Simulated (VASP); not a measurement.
A run of VASP 6.6.1 is set up as follows.

The input INCAR:

```
SYSTEM = SrO
PREC = Accurate
ENCUT = 520
EDIFF = 1E-7
ISMEAR = 0
SIGMA = 0.02
LREAL = .False.
LASPH = .True.
NELM = 60
ALGO = Normal
ISIF = 2
LWAVE = .False.
LCHARG = .False.
GGA = CA
NBANDS = 15
```

Contents of KPOINTS:

```
regular mesh
0
Gamma
  6 6 6
  0 0 0
```

POSCAR

```
SrO
1.0
    0.0000000000      2.5323443572      2.5323443572
    2.5323443572      0.0000000000      2.5323443572
    2.5323443572      2.5323443572      0.0000000000
Sr O
1 1
Direct
    0.0000000000      0.0000000000      0.0000000000
    0.5000000000      0.5000000000      0.5000000000
```

Potentials or basis: VASP PAW LDA potentials, release 64 (Sr_sv, O).

Run with:

```bash
$ cat potpaw_LDA.64/Sr_sv/POTCAR potpaw_LDA.64/O/POTCAR > POTCAR
$ mpirun -np 1 vasp_std > vasp.out
```

Q: Estimate the pressure.

A: 0.8 GPa.

Q: Predict the band gap on the k mesh.

A: 3.06 eV, indirect (least direct gap 3.11 eV).

A k mesh can miss the band edges. A hybrid or GW would open this gap; LDA tends to underestimate it.
